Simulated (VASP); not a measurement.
Crystal: SnO.

```
Sn O
1.0
     3.35500    0.00000    0.00000
     0.00000    5.67410    0.00000
     0.00000    0.00000    4.22197
Sn O
2 2
Cartesian
  0.0000 1.3159 2.1665
  1.6775 4.3582 0.0555
  0.0000 5.0570 3.1110
  1.6775 0.6171 1.0000
```

| Item | Value |
| --- | --- |
| Program | VASP 6.6.1 |
| Task | relaxation of cell and atoms |
| Functional | PBE |
| Dispersion | D3(BJ) |
| Potentials or basis | VASP PAW PBE potentials, release 64 (Sn_d, O) |
| Cutoff | 600 eV |
| k mesh | 8 × 6 × 6 |
| Occupations | gaussian, width 0.02 eV |
| Spin | no spin polarisation |

At the start: pressure -1.2 GPa; volume 20.09 Å³/atom.

Task: How do energy, volume and symmetry change on relaxing?

Result: Over 37 steps the energy falls by 6.1 meV/atom and the volume is 18.53 Å³/atom (-7.8 %); space group Pmn2_1 (No. 31, to 0.1 Å) before and after.

Step by step:
| step | energy change (eV) | largest force (eV/Å) | pressure (GPa) | volume (Å³) |
| --- | --- | --- | --- | --- |
| 1 | 0.0000 | 0.0650 | -1.21 | 80.37 |
| 2 | -0.0031 | 0.2996 | 0.62 | 78.62 |
| 3 | -0.0044 | 0.1783 | -0.03 | 79.24 |
| 4 | -0.0075 | 0.1122 | -0.08 | 78.77 |
| 5 | -0.0094 | 0.1111 | -0.18 | 77.68 |
| 6 | -0.0096 | 0.0804 | -0.16 | 77.97 |
| 7 | -0.0112 | 0.0715 | 0.03 | 77.44 |
| 8 | -0.0127 | 0.1052 | 0.63 | 76.04 |
| 9 | -0.0132 | 0.0919 | 0.55 | 75.95 |
| 10 | -0.0144 | 0.0792 | 0.33 | 75.68 |
| 11 | -0.0146 | 0.1272 | -0.04 | 75.14 |
| 12 | -0.0149 | 0.0943 | 0.12 | 75.35 |
| 13 | -0.0152 | 0.0868 | 0.07 | 75.39 |
| 14 | -0.0161 | 0.0653 | 0.00 | 75.49 |
| 15 | -0.0167 | 0.0823 | -0.15 | 75.69 |
| 16 | -0.0171 | 0.0740 | -0.13 | 75.69 |
| 17 | -0.0181 | 0.0510 | -0.01 | 75.68 |
| 18 | -0.0188 | 0.1023 | 0.22 | 75.66 |
| 19 | -0.0195 | 0.0617 | 0.02 | 75.77 |
| 20 | -0.0198 | 0.0524 | -0.30 | 75.95 |
| 21 | -0.0198 | 0.0443 | -0.17 | 75.90 |
| 22 | -0.0202 | 0.0374 | -0.18 | 75.82 |
| 23 | -0.0210 | 0.0182 | -0.09 | 75.56 |
| 24 | -0.0217 | 0.0255 | 0.10 | 75.06 |
| 25 | -0.0221 | 0.0317 | 0.00 | 75.01 |
| 26 | -0.0229 | 0.0684 | -0.30 | 74.86 |
| 27 | -0.0232 | 0.0538 | -0.22 | 74.76 |
| 28 | -0.0238 | 0.0430 | -0.02 | 74.44 |
| 29 | -0.0236 | 0.0777 | 0.42 | 73.81 |
| 30 | -0.0240 | 0.0389 | 0.19 | 74.19 |
| 31 | -0.0241 | 0.0286 | 0.08 | 74.16 |
| 32 | -0.0242 | 0.0185 | 0.01 | 74.12 |
| 33 | -0.0242 | 0.0166 | -0.01 | 74.13 |
| 34 | -0.0243 | 0.0109 | -0.03 | 74.15 |
| 35 | -0.0243 | 0.0210 | -0.09 | 74.18 |
| 36 | -0.0244 | 0.0104 | -0.06 | 74.15 |
| 37 | -0.0244 | 0.0011 | -0.01 | 74.12 |

Final structure:
```yaml
crystal:
  lattice:
    - [3.34682, 0.00000, 0.00000]
    - [0.00000, 5.71452, 0.00000]
    - [0.00000, 0.00000, 3.87541]
  atoms:
    - { symbol: Sn, position: [0.00000, 0.23593, 0.53016] }
    - { symbol: Sn, position: [0.50000, 0.76407, 0.03016] }
    - { symbol: O, position: [0.00000, 0.88182, 0.71984] }
    - { symbol: O, position: [0.50000, 0.11818, 0.21984] }
```
